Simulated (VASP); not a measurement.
# ZrB2 (P6/mmm) in VASP: a series of runs

ZrB2 is run at these levels: revPBE+D3(BJ), revPBE+D4; tasks: single point, relaxation of cell and atoms.

All numbers are computed with VASP 6.6.1; they aren't measurements. Logs are shortened: lines on timing, memory, paths and dates and some standing lists are left out, and cuts for length are marked.

## Step 1: The cell of the first run

It takes space group P6/mmm (No. 191, hexagonal). Conventional cell: a = 3.131 Å, b = 3.131 Å, c = 3.499 Å, α = 90.00°, β = 90.00°, γ = 120.00°. Within 3.3 Å of Zr (site symmetry 6/mmm) lie 12 B at 2.52 Å and 6 Zr at 3.13 Å. Within 2.4 Å of B (site symmetry -6m2) lie 3 B at 1.81 Å.

## Step 2: Single point, revPBE+D3(BJ)

INCAR reads:

```
PREC = Accurate ; ENCUT = 520
EDIFF = 1E-6 ; ISMEAR = -1
SIGMA = 0.05 ; LREAL = F
LASPH = T ; NELM = 100
ALGO = Normal ; ISIF = 2
LWAVE = F ; LCHARG = F
GGA = RE ; IVDW = 12
NBANDS = 16
```

KPOINTS reads:

```
Automatic mesh
0
Gamma
  10 10 8
```

POSCAR reads:

```
ZrB2
1.0
    3.1306564317      0.0000000000      0.0000000000
   -1.5653282159      2.7112280004      0.0000000000
    0.0000000000      0.0000000000      3.4986064803
Zr B
1 2
Direct
    0.0000000000      0.0000000000      0.0000000000
    0.6666666667      0.3333333333      0.5000000000
    0.3333333333      0.6666666667      0.5000000000
```

Potentials or basis: VASP PAW PBE potentials, release 64 (Zr_sv, B).

Launch:

```
$ cat potpaw_PBE.64/Zr_sv/POTCAR potpaw_PBE.64/B/POTCAR > POTCAR
$ mpirun -np 1 vasp_std > vasp.out
```

OUTCAR:

```text
PREC = Accurate
   ENCUT = 520
   EDIFF = 1E-6
   ISMEAR = -1
   LREAL = F
   LASPH = T
   NELM = 100
   ISIF = 2
   GGA = RE
   IVDW = 12
 IVDW          = 12

 ion  position               nearest neighbor table
   1  0.000  0.000  0.000-   2 2.52   3 2.52   2 2.52   3 2.52   2 2.52   2 2.52   3 2.52   3 2.52
                             2 2.52   2 2.52   3 2.52   3 2.52
   2  0.667  0.333  0.500-   3 1.81   3 1.81   3 1.81   1 2.52   1 2.52   1 2.52   1 2.52   1 2.52
                             1 2.52
   3  0.333  0.667  0.500-   2 1.81   2 1.81   2 1.81   1 2.52   1 2.52   1 2.52   1 2.52   1 2.52
                             1 2.52

  LATTYP: Found a hexagonal cell.
 ALAT       =     3.1306564317
 C/A-ratio  =     1.1175312771

  Lattice vectors:

 A1 = (   3.1306564317,   0.0000000000,   0.0000000000)
 A2 = (  -1.5653282159,   2.7112280004,   0.0000000000)
 A3 = (   0.0000000000,   0.0000000000,   3.4986064803)

Analysis of symmetry for initial positions (statically):
=====================================================================
 Subroutine PRICEL returns:
 Original cell was already a primitive cell.

 Routine SETGRP: Setting up the symmetry group for a
 hexagonal supercell.

 Subroutine GETGRP returns: Found 24 space group operations
 (whereof 24 operations were pure point group operations)
 out of a pool of 24 trial point group operations.

The static configuration has the point symmetry D_6h.

Analysis of symmetry for dynamics (positions and initial velocities):
=====================================================================
 Subroutine PRICEL returns:
 Original cell was already a primitive cell.

 Routine SETGRP: Setting up the symmetry group for a
 hexagonal supercell.

 Subroutine GETGRP returns: Found 24 space group operations
 (whereof 24 operations were pure point group operations)
 out of a pool of 24 trial point group operations.

The dynamic configuration has the point symmetry D_6h.

 Subroutine INISYM returns: Found 24 space group operations
 (whereof 24 operations are pure point group operations),
 and found     1 'primitive' translations

----------------------------------------------------------------------------------------

                                     Primitive cell

  volume of cell :      29.6959

  direct lattice vectors                    reciprocal lattice vectors
     3.130656432  0.000000000  0.000000000     0.319421828  0.184418278  0.000000000
    -1.565328216  2.711228000  0.000000000     0.000000000  0.368836557  0.000000000
     0.000000000  0.000000000  3.498606480     0.000000000  0.000000000  0.285828088

  length of vectors
     3.130656432  3.130656432  3.498606480     0.368836557  0.368836557  0.285828088

  position of ions in fractional coordinates (direct lattice)
     0.000000000  0.000000000  0.000000000
     0.666666667  0.333333333  0.500000000
     0.333333333  0.666666667  0.500000000

  ion indices of the primitive-cell ions
   primitive index   ion index
                 1           1
                 2           2
                 3           3

----------------------------------------------------------------------------------------

 KPOINTS: Automatic mesh

Automatic generation of k-mesh.
 Grid dimensions read from file:
 generate k-points for:   10   10    8

 Generating k-lattice:

  Cartesian coordinates                     Fractional coordinates (reciprocal lattice)
     0.031942183  0.018441828  0.000000000     0.100000000  0.000000000  0.000000000
     0.000000000  0.036883656  0.000000000     0.000000000  0.100000000  0.000000000
     0.000000000  0.000000000  0.035728511     0.000000000  0.000000000  0.125000000

  Length of vectors
     0.036883656  0.036883656  0.035728511

  Shift w.r.t. Gamma in fractional coordinates (k-lattice)
     0.000000000  0.000000000  0.000000000

 Subroutine IBZKPT returns following result:
 ===========================================

 Found     70 irreducible k-points:

 Following reciprocal coordinates:
            Coordinates               Weight
  0.000000  0.000000  0.000000      1.000000
  0.100000  0.000000  0.000000      6.000000
  0.200000  0.000000  0.000000      6.000000
  0.300000  0.000000  0.000000      6.000000
  0.400000  0.000000  0.000000      6.000000
  0.500000  0.000000  0.000000      3.000000
[... 16 lines left out ...]
  0.300000  0.100000  0.125000     24.000000
  0.400000  0.100000  0.125000     24.000000
 [... further k-points ...]
   k-points           NKPTS =     70   k-points in BZ     NKDIM =     70   number of bands    NBANDS=     16
   number of dos      NEDOS =    301   number of ions     NIONS =      3
   total plane-waves  NPLWV =  16128
   dimension x,y,z NGX =    24 NGY =   24 NGZ =   28
   dimension x,y,z NGXF=    48 NGYF=   48 NGZF=   56
   ions per type =               1   2
   NGX,Y,Z   is equivalent  to a cutoff of  12.74, 12.74, 13.30 a.u.
   NGXF,Y,Z  is equivalent  to a cutoff of  25.49, 25.49, 26.61 a.u.
 SYSTEM =  unknown system
   PREC   = accura    normal or accurate (medium, high low for compatibility)
   ISTART =      0    job   : 0-new  1-cont  2-samecut
   ICHARG =      2    charge: 1-file 2-atom 10-const
   ISPIN  =      1    spin polarized calculation?
   LNONCOLLINEAR =      F non collinear calculations
   LSORBIT =      F    spin-orbit coupling
   LASPH  =      T    aspherical Exc in radial PAW
   ENCUT  =  520.0 eV  38.22 Ry    6.18 a.u.   5.82  5.82  6.51*2*pi/ulx,y,z
   NELM   =    100;   NELMIN=  2; NELMDL= -5     # of ELM steps
   EDIFF  = 0.1E-05   stopping-criterion for ELM
   LREAL  =      F    real-space projection
   EDIFFG = 0.1E-04   stopping-criterion for IOM
   NSW    =      0    number of steps for IOM
   IBRION =     -1    ionic relax: 0-MD 1-quasi-New 2-CG
   NFREE  =      0    steps in history (QN), initial steepest desc. (CG)
   ISIF   =      2    stress and relaxation
   ISYM   =      2    0-nonsym 1-usesym 2-fastsym
   POTIM  = 0.5000    time-step for ionic-motion
   TEBEG  =    0.0;   TEEND  =   0.0 temperature during run
   PSTRESS=    0.0 pullay stress
   NELECT =      18.0000    total number of electrons
   NUPDOWN=      -1.0000    fix difference up-down
   EMIN   =  10.00;   EMAX   =-10.00  energy-range for DOS
   EFERMI =   0.00;   METHOD = LEGACY
   ISMEAR =    -1;   SIGMA  =   0.05  broadening in eV -4-tet -1-fermi 0-gaus
   EFERMI_NEDOS =   21; number of points for ismear=-14 and -15
   IALGO  =     38    algorithm
   IMIX   =      4    mixing-type and parameters
     AMIX     =   0.40;   BMIX     =  1.00
     AMIX_MAG =   1.60;   BMIX_MAG =  1.00
  volume/ion in A,a.u.               =       9.90        66.80
  Fermi-wavevector in a.u.,A,eV,Ry     =   1.385480  2.618177 26.117116  1.919554
  Thomas-Fermi vector in A             =   2.509886
   LORBIT       =      0    0 simple, 1 ext, 2 COOP (PROOUT), +10 PAW based schemes
   GGA     = RE    functional components
   LHFCALC =     F    Hartree Fock is set to
   AEXX    =    0.0000 exact exchange contribution
   IVDW    =    12    specifies the selected vdW correction
   LEPSILON=     F    determine dielectric tensor
   LRPA    =     F    only Hartree local field effects (RPA)
 non-spin polarized calculation
  energy-cutoff  :      520.00
  volume of cell :       29.70
 maximum number of plane-waves:       818
 NGX is ok and might be reduce to    24
   NGX = 11   NGY = 11   NGZ = 13

 number of electron      18.0000000 magnetization

 Free energy of the ion-electron system (eV)
  ---------------------------------------------------
  ext. energy  EPLUGINS =         0.00000000
  ---------------------------------------------------
  free energy    TOTEN  =       -24.05892798 eV

  energy without entropy =      -24.05622316  energy(sigma->0) =      -24.05757557

 E-fermi :  10.8928     XC(G=0): -12.5776

 val. band max:       10.8610003833   @ k =   0.2000   0.2000   0.1250
 cond. band min:      11.0547421360   @ k =   0.0000   0.0000   0.2500
 fundamental gap:      0.1937417528
 Fermi energy:        10.8927914737

 k-point     1 :       0.0000    0.0000    0.0000
  band No.  band energies     occupation
      1     -37.5589      2.00000
      2     -15.7624      2.00000
      3     -15.1565      2.00000
      4     -15.1565      2.00000
      5      -1.9513      2.00000
      6       8.3074      2.00000
[... 8 lines left out ...]
     15      16.2940      0.00000
     16      16.2940      0.00000

 k-point     2 :       0.1000    0.0000    0.0000
  band No.  band energies     occupation
      1     -37.5461      2.00000
      2     -15.7436      2.00000
      3     -15.2656      2.00000
      4     -15.1800      2.00000
      5      -1.7445      2.00000
      6       7.7304      2.00000
[... 8 lines left out ...]
     15      17.0191      0.00000
     16      17.5333      0.00000

 k-point     3 :       0.2000    0.0000    0.0000
  band No.  band energies     occupation
      1     -37.5124      2.00000
      2     -15.6942      2.00000
      3     -15.5418      2.00000
      4     -15.2409      2.00000
      5      -1.1597      2.00000
      6       6.4570      2.00000
[... 8 lines left out ...]
     15      18.0147      0.00000
     16      18.9339      0.00000

 k-point     4 :       0.3000    0.0000    0.0000
  band No.  band energies     occupation
      1     -37.4703      2.00000
      2     -15.8670      2.00000
      3     -15.6322      2.00000
      4     -15.3149      2.00000
      5      -0.2758      2.00000
      6       5.0038      2.00000
[... 8 lines left out ...]
     15      19.0823      0.00000
     16      21.3384      0.00000
[... 324 lines left out ...]
 k-point    22 :       0.2000    0.1000    0.1250
  band No.  band energies     occupation
      1     -37.4818      2.00000
      2     -15.7322      2.00000
      3     -15.6999      2.00000
      4     -15.3122      2.00000
      5      -0.4549      2.00000
      6       5.6673      2.00000
[... 8 lines left out ...]
     15      18.5265      0.00000
     16      19.9589      0.00000

 k-point    23 :       0.3000    0.1000    0.1250
  band No.  band energies     occupation
      1     -37.4436      2.00000
      2     -15.9895      2.00000
      3     -15.6492      2.00000
      4     -15.3982      2.00000
      5       0.4768      2.00000
      6       4.2397      2.00000
[... 8 lines left out ...]
     15      18.8434      0.00000
     16      21.7936      0.00000

 k-point    24 :       0.4000    0.1000    0.1250
  band No.  band energies     occupation
      1     -37.4198      2.00000
      2     -16.1487      2.00000
      3     -15.6120      2.00000
      4     -15.4507      2.00000
      5       1.5951      2.00000
      6       2.8623      2.00000
[... 8 lines left out ...]
     15      19.6561      0.00000
     16      21.4744      0.00000

 [... further k-points ...]

------------------------ aborting loop because EDIFF is reached ----------------------------------------

 Edisp (eV)   -2.29553

 E8    (eV) :    -1.6053

  FORCE on cell =-STRESS in cart. coord.  units (eV):
  Direction    XX          YY          ZZ          XY          YZ          ZX
  --------------------------------------------------------------------------------------
  -------------------------------------------------------------------------------------
  Total       0.00681     0.00681     0.02019    -0.00000     0.00000     0.00000
  in kB       0.36757     0.36757     1.08934    -0.00000     0.00000     0.00000
  external pressure =        0.61 kB  Pullay stress =        0.00 kB

 VOLUME and BASIS-vectors are now :
 -----------------------------------------------------------------------------
  energy-cutoff  :      520.00
  volume of cell :       29.70
      direct lattice vectors                 reciprocal lattice vectors
     3.130656432  0.000000000  0.000000000     0.319421828  0.184418278  0.000000000
    -1.565328216  2.711228000  0.000000000     0.000000000  0.368836557  0.000000000
     0.000000000  0.000000000  3.498606480     0.000000000  0.000000000  0.285828088

 POSITION                                       TOTAL-FORCE (eV/Angst)
 -----------------------------------------------------------------------------------
      0.00000      0.00000      0.00000        -0.000000      0.000000      0.000000
      1.56533      0.90374      1.74930         0.000000     -0.000000      0.000000
     -0.00000      1.80749      1.74930        -0.000000      0.000000      0.000000
 -----------------------------------------------------------------------------------
    total drift:                               -0.000000      0.000000      0.000000

  FREE ENERGIE OF THE ION-ELECTRON SYSTEM (eV)
  ---------------------------------------------------
  free  energy   TOTEN  =       -26.3544558371 eV

  energy  without entropy=      -26.3517510218  energy(sigma->0) =      -26.35310343
```

Run time: 16 s. Hardware: 1 thread of AMD EPYC 9R45 (Zen 5), shared host; peak memory 0.14 GiB.

What came out:

```
Free energy                : -26.3545 eV
Pressure                   : 0.1 GPa
Band gap on the k mesh     : zero (band 9 reaches 11.61 eV, above the bottom of band 10 at 10.74 eV)
Dispersion energy per atom : -0.765 eV
```

Levels at points of the mesh, in eV from the Fermi level:
| k point | band 6 | band 7 | band 8 | band 9 | band 10 | band 11 | band 12 | band 13 |
| --- | --- | --- | --- | --- | --- | --- | --- | --- |
| (0.00, 0.00, 0.00) | -2.59 | -2.59 | -2.58 | -2.26 | 3.65 | 3.65 | 4.44 | 4.44 |
| (0.50, 0.00, 0.00) | -8.48 | -3.95 | -3.00 | -2.69 | 2.39 | 2.49 | 5.26 | 5.33 |
| (0.00, 0.00, 0.50) | -6.97 | -0.87 | -0.87 | 0.46 | 0.46 | 0.90 | 0.90 | 1.97 |
| (0.50, 0.00, 0.50) | -6.97 | -4.63 | -4.15 | -1.84 | 3.99 | 4.34 | 5.65 | 6.61 |

Caveat: the PAW data sets were made with another functional, which shifts forces and pressure a little; pairwise dispersion overbinds metals, which lowers pressure and volume.

## Step 3: Single point, revPBE+D4

This run uses another cell than the first one, of 9.92 Å³/atom, 1.003 times its volume.

INCAR reads:

```
SYSTEM = ZrB2
  PREC = Accurate
  ENCUT = 520
  EDIFF = 1E-7
  ISMEAR = -1
  SIGMA = 0.05
  LREAL = .FALSE.
  LASPH = .TRUE.
  NELM = 100
  ALGO = Normal
  ISIF = 2
  LWAVE = .FALSE.
  LCHARG = .TRUE.
  GGA = RE
  IVDW = 13
  LELF = .TRUE.
  LVHAR = .TRUE.
  NBANDS = 16
```

KPOINTS reads:

```
Automatic mesh
0
G
  10 10 8
  0 0 0
```

POSCAR reads:

```
ZrB2
1.0
    3.1458393657      0.0000000000      0.0000000000
   -1.5729196828      2.7243768069      0.0000000000
    0.0000000000      0.0000000000      3.4737143737
Zr B
1 2
Direct
    0.0000000000      0.0000000000      0.0000000000
    0.6666666667      0.3333333333      0.5000000000
    0.3333333333      0.6666666667      0.5000000000
```

Potentials or basis: VASP PAW PBE potentials, release 64 (Zr_sv, B).

Launch:

```
$ cat potpaw_PBE.64/Zr_sv/POTCAR potpaw_PBE.64/B/POTCAR > POTCAR
$ mpirun -np 1 vasp_std > vasp.out
```

Run time: 18 s. Hardware: 1 thread of AMD EPYC 9R45 (Zen 5), shared host; peak memory 0.14 GiB.

The run converged. Its results:

```yaml
Free_energy: -25.8338 eV
Pressure: 0.1 GPa
Band_gap_on_the_k_mesh: zero (band 9 reaches 11.47 eV, above the bottom of band 10 at 10.72 eV)
Dispersion_energy_per_atom: -0.590 eV
```

Stress tensor (GPa, compression positive):
```
0.07 0.00 0.00
0.00 0.07 0.00
0.00 0.00 0.15
```

Levels at points of the mesh, in eV from the Fermi level:
```tsv
k point	band 6	band 7	band 8	band 9	band 10	band 11	band 12	band 13
(0.00, 0.00, 0.00)	-2.66	-2.66	-2.54	-2.16	3.64	3.64	4.53	4.53
(0.50, 0.00, 0.00)	-8.47	-3.86	-3.01	-2.69	2.42	2.50	5.16	5.31
(0.00, 0.00, 0.50)	-6.95	-0.91	-0.91	0.35	0.35	0.90	0.90	2.18
(0.50, 0.00, 0.50)	-6.93	-4.67	-4.15	-1.86	4.12	4.28	5.57	6.74
```

Caveat: the PAW data sets were made with another functional, which shifts forces and pressure a little; pairwise dispersion overbinds metals, which lowers pressure and volume.

(Continued in part 2 of 2.)
